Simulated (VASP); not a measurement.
A run of VASP 6.6.1 is set up as follows.

INCAR

```
SYSTEM = Zn2SnO3
ALGO = Normal
EDIFF = 1E-6
ENCUT = 1340
GGA = PE
GGA_COMPAT = .False.
ISIF = 2
ISMEAR = 0
LASPH = .True.
LCHARG = .False.
LREAL = .False.
LWAVE = .False.
NBANDS = 37
NELM = 120
PREC = Accurate
SIGMA = 0.1
```

KPOINTS

```
k-points
0
Gamma
  6 6 2
  0 0 0
```

File POSCAR:

```
Zn2SnO3
1.0
    3.7444783200      0.0000000000      0.0000000000
   -1.8722391600      3.2428133500      0.0000000000
    0.0000000000      0.0000000000      8.5564857900
Zn Sn O
2 1 3
Direct
    0.3333333300      0.6666666700      0.0000000000
    0.6666666700      0.3333333300      0.0000000000
    0.0000000000      0.0000000000      0.5000000000
    0.0000000000      0.0000000000      0.0000000000
    0.0000000000      0.0000000000      0.2808967200
    0.0000000000      0.0000000000      0.7191032800
```

Potentials or basis: VASP PAW PBE potentials, release 64 (Zn, Sn_d, O_h).

Run with:

```console
$ cat potpaw_PBE.64/Zn/POTCAR potpaw_PBE.64/Sn_d/POTCAR potpaw_PBE.64/O_h/POTCAR > POTCAR
$ mpirun -np 1 vasp_std > vasp.out
```

**Question.** Predict the largest force.

**Answer.** 0.075 eV/Å.

**Question.** What does it give for the pressure?

**Answer.** 12.2 GPa.

**Question.** Predict the band gap on the k mesh.

**Answer.** Zero (bands 28 and 29 overlap by 1.11 eV).

Stress tensor (GPa, compression positive):
```
15.50  0.00  0.00
 0.00 15.50  0.00
 0.00  0.00  5.54
```

Caveat: the k points lie up to 0.37 Å⁻¹ apart, too coarse for converged energies and pressures of a metal; spin-orbit coupling is left out, which moves the levels of the heavy elements.
